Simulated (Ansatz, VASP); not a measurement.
# One calculation of Fe, two programs

```
Fe
1.0
     4.37845    0.00000    0.00000
     0.00000    4.37845    0.00000
     0.00000    0.00000    4.37845
Fe
8
Direct
  0.00000 0.00000 0.00000
  0.50000 0.50000 0.50000
  0.25000 0.00000 0.50000
  0.75000 0.00000 0.50000
  0.50000 0.25000 0.00000
  0.50000 0.75000 0.00000
  0.00000 0.50000 0.25000
  0.00000 0.50000 0.75000
```

Alike in both runs: functional PBE; k mesh 6 × 6 × 6; occupations fermi-dirac, width 0.1 eV; no spin polarisation.

Ansatz relaxed the structure, and its values are those at the end. VASP's run is a single point on that final structure, the one shown.

|  | VASP | Ansatz |
| --- | --- | --- |
| version | VASP 6.6.1 | Ansatz 0.2.0 |
| potentials or method | VASP PAW PBE potentials, release 64 (Fe), cutoff 520 eV | plane waves (420 eV) with PAW, scalar-relativistic |
| valence electrons in the cell | 64 | 128 |

|  | VASP | Ansatz | Ansatz less VASP |
| --- | --- | --- | --- |
| pressure (GPa) | -0.6 | 0.0 | +0.63 |

VASP's potentials hold 64 valence electrons a cell and Ansatz's 128, so a difference there can come from the potentials and not from the codes.
